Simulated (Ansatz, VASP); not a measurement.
Two plane-wave programs on SeS4

INCAR

```
SYSTEM = SeS4
  PREC = Accurate
  ENCUT = 600
  EDIFF = 1E-6
  ISMEAR = 0
  SIGMA = 0.1
  LREAL = .FALSE.
  LASPH = .TRUE.
  NELM = 100
  ALGO = Normal
  ISIF = 3
  LWAVE = .FALSE.
  LCHARG = .FALSE.
  GGA = PE
  IBRION = 2
  NSW = 100
  EDIFFG = -0.01
```

The input KPOINTS:

```
Automatic mesh
0
G
  8 8 8
  0 0 0
```

POSCAR

```
SeS4
1.0
    4.6705846531      0.0000000000      0.0000000000
    0.0000000000      4.6705846531      0.0000000000
    0.0000000000      0.0000000000      4.6705846531
Se S
1 4
Direct
    0.0000000000      0.0000000000      0.0000000000
    0.3099070947      0.6900929053      0.6900929053
    0.6900929053      0.3099070947      0.6900929053
    0.6900929053      0.6900929053      0.3099070947
    0.3099070947      0.3099070947      0.3099070947
```

Input for Ansatz:

```yaml
crystal:
  lattice:
    - [4.6705846531, 0.0, 0.0]
    - [0.0, 4.6705846531, 0.0]
    - [0.0, 0.0, 4.6705846531]
  atoms:
    - { symbol: Se, position: [0.0, 0.0, 0.0] }
    - { symbol: S, position: [0.3099070947, 0.6900929053, 0.6900929053] }
    - { symbol: S, position: [0.6900929053, 0.3099070947, 0.6900929053] }
    - { symbol: S, position: [0.6900929053, 0.6900929053, 0.3099070947] }
    - { symbol: S, position: [0.3099070947, 0.3099070947, 0.3099070947] }
basis:
  ecutwfc: 420
kpoints:
  mp_grid: { grid: [8, 8, 8] }
hamiltonian:
  xc: pbe
scf:
  occupations: { method: gaussian, width: 0.1 }
output:
  forces: true
  stress: true
  eigenvalues: true
  write_density: true
  write_potential: true
  elf: true
  volumetric_format: npy
relax:
  adjacent_minimum: "off"
  f_tol: 0.01
  max_steps: 80
  cell: { stress_tol: 0.05 }
```

Change from the starting cell: species swapped into the SnI4 type (P-43m, No. 215).

Alike in both runs: task relaxation of cell and atoms; functional PBE; k mesh 8 × 8 × 8; occupations gaussian, width 0.1 eV; no spin polarisation.

```csv
,VASP,Ansatz
version,VASP 6.6.1,Ansatz 0.2.0
potentials or method,"VASP PAW PBE potentials, release 64 (Se, S), cutoff 600 eV","scalar-relativistic, plane waves, PAW"
valence electrons in the cell,30,40
```

|  | VASP | Ansatz | Ansatz less VASP |
| --- | --- | --- | --- |
| gap on the k mesh at the Fermi level, each at its own relaxed structure (eV) | none | none | - |
| relaxed volume (Å³/atom) | 20.29 | 20.31 | +0.022 |
| relaxed cell length with the largest relative difference (Å) | 4.664 | 4.666 | +0.0017 |

A gap of «none» marks a metal or a gap that the smearing closes. VASP's potentials hold 30 valence electrons a cell and Ansatz's 40, so a difference there can come from the potentials and not from the codes.
